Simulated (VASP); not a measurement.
# Al2O3 (R-3c) in VASP: further runs, part 2 of 2

VASP 6.6.1. Earlier steps stand in the parts before.

### Step 3. Relaxation of cell and atoms, LDA

File INCAR:

```
SYSTEM = Al2O3
PREC     = Accurate       ! precision mode
ENCUT    = 600            ! plane-wave cutoff, eV
EDIFF    = 1E-6           ! SCF threshold, eV
ISMEAR   = -1             ! smearing method
SIGMA    = 0.05           ! smearing width, eV
LREAL    = .False.        ! projectors in reciprocal space
LASPH    = .True.         ! aspherical terms in the spheres
NELM     = 100            ! most SCF steps
ALGO     = Normal         ! electronic algorithm
ISIF     = 3              ! what is computed and relaxed
LWAVE    = .False.        ! write WAVECAR
LCHARG   = .False.        ! write CHGCAR
IBRION   = 2              ! ionic algorithm
NSW      = 60             ! ionic steps
EDIFFG   = -0.01          ! ionic threshold
```

File KPOINTS:

```
Automatic mesh
0
Gamma
  7 7 7
  0 0 0
```

File POSCAR:

```
Al2O3
1.0
    2.3802500000      1.3742379782      4.3318666667
   -2.3802500000      1.3742379782      4.3318666667
    0.0000000000     -2.7484759565      4.3318666667
Al O
4 6
Direct
    0.8521600000      0.8521600000      0.8521600000
    0.6478400000      0.6478400000      0.6478400000
    0.1478400000      0.1478400000      0.1478400000
    0.3521600000      0.3521600000      0.3521600000
    0.0566800000      0.7500000000      0.4433200000
    0.7500000000      0.4433200000      0.0566800000
    0.4433200000      0.0566800000      0.7500000000
    0.9433200000      0.2500000000      0.5566800000
    0.2500000000      0.5566800000      0.9433200000
    0.5566800000      0.9433200000      0.2500000000
```

Potentials or basis: VASP PAW LDA potentials, release 64 (Al, O).

Launch:

```bash
$ cat potpaw_LDA.64/Al/POTCAR potpaw_LDA.64/O/POTCAR > POTCAR
$ mpirun -np 1 vasp_std > vasp.out
```

OUTCAR:

```text
SYSTEM = Al2O3
   PREC = Accurate
   ENCUT = 600
   EDIFF = 1E-6
   ISMEAR = -1
   LREAL = .False.
   LASPH = .True.
   NELM = 100
   ISIF = 3
   IBRION = 2
   NSW = 60
   EDIFFG = -0.01

 ion  position               nearest neighbor table
   1  0.852  0.852  0.852-   8 1.85   9 1.85  10 1.85   6 1.97   7 1.97   5 1.97   2 2.66   3 2.79
                             3 2.79   3 2.79   2 3.22   2 3.22   2 3.22
   2  0.648  0.648  0.648-   9 1.85   8 1.85  10 1.85   5 1.97   7 1.97   6 1.97   1 2.66   4 2.79
                             4 2.79   4 2.79   1 3.22   1 3.22   1 3.22
   3  0.148  0.148  0.148-   5 1.85   6 1.85   7 1.85   9 1.97  10 1.97   8 1.97   4 2.66   1 2.79
                             1 2.79   1 2.79   4 3.22   4 3.22   4 3.22
   4  0.352  0.352  0.352-   6 1.85   5 1.85   7 1.85   8 1.97  10 1.97   9 1.97   3 2.66   2 2.79
                             2 2.79   2 2.79   3 3.22   3 3.22   3 3.22
   5  0.057  0.750  0.443-   3 1.85   4 1.85   2 1.97   1 1.97
   6  0.750  0.443  0.057-   4 1.85   3 1.85   1 1.97   2 1.97
   7  0.443  0.057  0.750-   3 1.85   4 1.85   1 1.97   2 1.97
   8  0.943  0.250  0.557-   1 1.85   2 1.85   4 1.97   3 1.97
   9  0.250  0.557  0.943-   2 1.85   1 1.85   3 1.97   4 1.97
  10  0.557  0.943  0.250-   1 1.85   2 1.85   3 1.97   4 1.97

  LATTYP: Found a trigonal (rhomboedric) cell.
 ALAT       =     5.1302230849
 COS(alpha) =     0.5694707703

  Lattice vectors:

 A1 = (   2.3802500000,   1.3742379782,   4.3318666667)
 A2 = (  -2.3802500000,   1.3742379782,   4.3318666667)
[... 202 lines left out ...]
  -------------------------------------------------------------------------------------
  Total       -2.5387650     -2.5387650     -2.7626899      0.0000000      0.0000000      0.0000000
  in kB      -47.8434221    -47.8434220    -52.0633207      0.0000000      0.0000000      0.0000000
  external PRESSURE =     -49.2500549 kB  Pullay stress =       0.0000000 kB
[... 207 lines left out ...]
--------------------------------------- Ionic step        6  -------------------------------------------

 number of electron      48.0000003 magnetization

 Free energy of the ion-electron system (eV)
  ---------------------------------------------------
  ext. energy  EPLUGINS =         0.00000000
  ---------------------------------------------------
  free energy    TOTEN  =       -83.13316917 eV

  energy without entropy =      -83.13316917  energy(sigma->0) =      -83.13316917

 E-fermi :   7.1284     XC(G=0): -12.2616

 val. band max:        6.0469179956   @ k =   0.0000   0.0000   0.0000
 cond. band min:      12.4725136109   @ k =   0.0000   0.0000   0.0000
 fundamental gap:      6.4255956154
 Fermi energy:         7.1283889922

 k-point     1 :       0.0000    0.0000    0.0000
  band No.  band energies     occupation
      1     -13.1294      2.00000
      2     -10.6163      2.00000
      3     -10.3117      2.00000
      4     -10.3117      2.00000
      5      -9.9690      2.00000
      6      -9.9690      2.00000
[... 781 lines left out ...]
     29      17.3171      0.00000
     30      17.4179      0.00000

 [... further k-points ...]
[... 5 lines left out ...]
  --------------------------------------------------------------------------------------
  -------------------------------------------------------------------------------------
  Total        0.0552894      0.0552894      0.0319951      0.0000000     -0.0000000     -0.0000000
  in kB        1.0628460      1.0628460      0.6150525      0.0000000     -0.0000000     -0.0000000
  external PRESSURE =       0.9135815 kB  Pullay stress =       0.0000000 kB
[... 25 lines left out ...]
  FREE ENERGIE OF THE ION-ELECTRON SYSTEM (eV)
  ---------------------------------------------------
  free  energy   TOTEN  =       -83.1331691679 eV

  energy  without entropy=      -83.1331691679  energy(sigma->0) =      -83.13316917

 reached required accuracy - stopping structural energy minimisation
```

OSZICAR:

```text
N       E                     dE             d eps       ncg     rms          rms(c)
DAV:   1     0.272460958999E+03    0.27246E+03   -0.28246E+04  2640   0.171E+03
DAV:   2    -0.769709145464E+02   -0.34943E+03   -0.33793E+03  3506   0.333E+02
DAV:   3    -0.913530224561E+02   -0.14382E+02   -0.14340E+02  3168   0.742E+01
[... 39 lines left out ...]
       N       E                     dE             d eps       ncg     rms          rms(c)
DAV:   1    -0.831331716210E+02   -0.11661E-04   -0.23358E-03  2724   0.330E-01    0.172E-02
DAV:   2    -0.831331719068E+02   -0.28580E-06   -0.59470E-05  3162   0.498E-02    0.989E-03
DAV:   3    -0.831331693739E+02    0.25329E-05   -0.26905E-06  2210   0.135E-02    0.353E-03
DAV:   4    -0.831331691679E+02    0.20592E-06   -0.13789E-06  1662   0.823E-03
   6 F= -.83133169E+02 E0= -.83133169E+02  d E =-.284135E-03
```

Wall time 14 min (1 thread of AMD EPYC 7R13, shared host); peak memory 0.24 GiB.

What came out:

| Property | Result |
| --- | --- |
| Free energy | -83.1332 eV |
| Relaxed volume | 8.33 Å³/atom |
| Relaxed cell | a = 5.093 Å, b = 5.093 Å, c = 5.093 Å, α = 55.36°, β = 55.36°, γ = 55.36° |
| Space group after relaxing (to 0.1 Å) | R-3c (No. 167) |
| Energy gained by relaxing | 2.8 meV/atom |
| Ionic steps | 6 |
| Pressure after relaxing | 0.1 GPa |
| Largest force after relaxing | 0.006 eV/Å |
| Band gap on the k mesh | 6.43 eV |

Forces on the atoms (eV/Å):
```
Al   0.000  0.000  0.006
Al   0.000  0.000 -0.006
Al   0.000  0.000 -0.006
Al   0.000  0.000  0.006
O    0.000  0.000  0.000
O    0.000  0.000  0.000
O    0.001  0.000  0.000
O    0.000  0.000  0.000
O    0.000  0.000  0.000
O   -0.001  0.000  0.000
```

The path:
```tsv
step	energy change (eV)	largest force (eV/Å)	pressure (GPa)	volume (Å³)
1	0.0000	0.1259	-4.93	85.02
2	-0.0035	0.0671	5.04	81.84
3	-0.0274	0.0312	0.05	83.36
4	-0.0274	0.0291	0.16	83.32
5	-0.0276	0.0129	0.07	83.35
6	-0.0276	0.0064	0.09	83.35
```

Final structure:
```xyz
10
Lattice="2.3659 1.3659 4.2984 -2.3659 1.3659 4.2984 0.0000 -2.7319 4.2984" Properties=species:S:1:pos:R:3 pbc="T T T"
Al    0.0000    0.0000   10.9863
Al    0.0000    0.0000    8.3566
Al    0.0000    0.0000    1.9090
Al    0.0000    0.0000    4.5387
O    -1.6425   -0.1130    5.3730
O     0.7234    1.4789    5.3730
O     0.9191   -1.3659    5.3730
O     1.6425    0.1130    7.5222
O    -0.7234   -1.4789    7.5222
O    -0.9191    1.3659    7.5222
```

Levels at points of the mesh, in eV from the valence-band top:
```tsv
k point	band 21	band 22	band 23	band 24	band 25	band 26	band 27	band 28
(0.00, 0.00, 0.00)	-0.52	-0.04	-0.04	0.00	6.43	9.08	10.78	11.54
```

Caveat: an odd mesh through Γ misses points on the zone boundary, where band edges can lie. Zero-point motion and thermal expansion aren't in these numbers.

### Step 4. Single point, r2SCAN

File POSCAR:

```
Al2O3
1.0
    2.3794673056      1.3737860894      4.3317585633
   -2.3794673056      1.3737860894      4.3317585633
    0.0000000000     -2.7475721789      4.3317585633
Al O
4 6
Direct
    0.8519237420      0.8519237420      0.8519237420
    0.6480762580      0.6480762580      0.6480762580
    0.1480762580      0.1480762580      0.1480762580
    0.3519237420      0.3519237420      0.3519237420
    0.0563371531      0.7500000000      0.4436628469
    0.7500000000      0.4436628469      0.0563371531
    0.4436628469      0.0563371531      0.7500000000
    0.9436628469      0.2500000000      0.5563371531
    0.2500000000      0.5563371531      0.9436628469
    0.5563371531      0.9436628469      0.2500000000
```

File INCAR.step1:

```
SYSTEM = Al2O3
PREC = Accurate
ENCUT = 520
ISMEAR = -1
SIGMA = 0.05
LREAL = .False.
LASPH = .True.
NELM = 100
NBANDS = 35
GGA = PE
ALGO = Normal
EDIFF = 1E-4
LWAVE = .True.
LCHARG = .False.
```

File INCAR.step2:

```
SYSTEM = Al2O3
PREC = Accurate
ENCUT = 520
EDIFF = 1E-7
ISMEAR = -1
SIGMA = 0.05
LREAL = .False.
LASPH = .True.
NELM = 100
ALGO = Normal
ISIF = 2
LWAVE = .False.
LCHARG = .False.
METAGGA = R2SCAN
LMIXTAU = .True.
NBANDS = 35
ISTART = 1
```

File KPOINTS:

```
regular mesh
0
Gamma
  7 7 7
  0 0 0
```

Potentials or basis: VASP PAW PBE potentials, release 64 (Al, O).

Launch:

```bash
$ cat potpaw_PBE.64/Al/POTCAR potpaw_PBE.64/O/POTCAR > POTCAR
$ cp INCAR.step1 INCAR
$ mpirun -np 1 vasp_std > vasp.out
$ cp INCAR.step2 INCAR
$ mpirun -np 1 vasp_std > vasp.out
```

It took 13 min on 1 thread of Intel Xeon 8259CL, shared host; peak memory 0.3 GiB.

Results (log left out):

```yaml
Free_energy: -96.2696 eV
Pressure: -0.5 GPa
Largest_force: 0.021 eV/Å
Band_gap_on_the_k_mesh: 7.15 eV
```

Forces in eV/Å, atoms in the order of the input:
```
Al   0.000  0.000 -0.021
Al   0.000  0.000  0.021
Al   0.000  0.000  0.021
Al   0.000  0.000 -0.021
O   -0.005 -0.008  0.000
O   -0.005  0.008  0.000
O    0.010  0.000  0.000
O    0.005  0.008  0.000
O    0.005 -0.008  0.000
O   -0.010  0.000  0.000
```

Stress tensor (GPa, compression positive):
```
-0.48  0.00  0.00
 0.00 -0.48  0.00
 0.00  0.00 -0.58
```

Levels at points of the mesh, in eV from the valence-band top:
| k point | band 21 | band 22 | band 23 | band 24 | band 25 | band 26 | band 27 | band 28 |
| --- | --- | --- | --- | --- | --- | --- | --- | --- |
| (0.00, 0.00, 0.00) | -0.52 | -0.05 | -0.05 | 0.00 | 7.15 | 10.12 | 11.95 | 12.59 |

Caveat: the PAW data sets were made with another functional, which shifts forces and pressure a little; an odd mesh through Γ misses points on the zone boundary, where band edges can lie.

### Step 5. The runs side by side

| task | level | potentials or basis | cell | cutoff (eV) | gap on the mesh (eV) | pressure (GPa) | largest force (eV/Å) |
| --- | --- | --- | --- | --- | --- | --- | --- |
| single point | LDA | VASP PAW LDA potentials, release 64 (Al, O) | a = 5.130 Å, angles 55.3°, 10 atoms | 520 | 6.17 | -4.6 | 0.12 |
| relaxation of cell and atoms | LDA | VASP PAW LDA potentials, release 64 (Al, O) | relaxed from a = 5.130 Å, angles 55.3°, 10 atoms | 600 | 6.43 | 0.1 | 0.01 |
| single point | r2SCAN | VASP PAW PBE potentials, release 64 (Al, O) | a = 5.130 Å, angles 55.3°, 10 atoms | 520 | 7.15 | -0.5 | 0.02 |

Some of these runs hold the atoms at other places in the same cell, which the table doesn't show; runs alike in all that it shows share one row.

Alike in all rows: no spin polarisation; k mesh 7 × 7 × 7; smearing fermi-dirac 0.05 eV.

Caveats: an odd mesh through Γ misses points on the zone boundary, where band edges can lie; the cell stands under tension (at least some runs); the PAW data sets were made with another functional, which shifts forces and pressure a little (at least some runs).

Total energies depend on the potentials used, so only differences within one code and one set of settings carry meaning.

### Step 6. How close it comes

Step 4. A measured gap of Al2O3 is 8.7 eV (optical; quoted in “Multi-petahertz electron interference in Cr:Al2O3 solid-state material”, 2018, pmc:5906618); the calculated 7.15 eV misses it by -1.55 eV. The value is that of r2SCAN on a finite k mesh, which can miss the band edges, without temperature or zero-point motion.
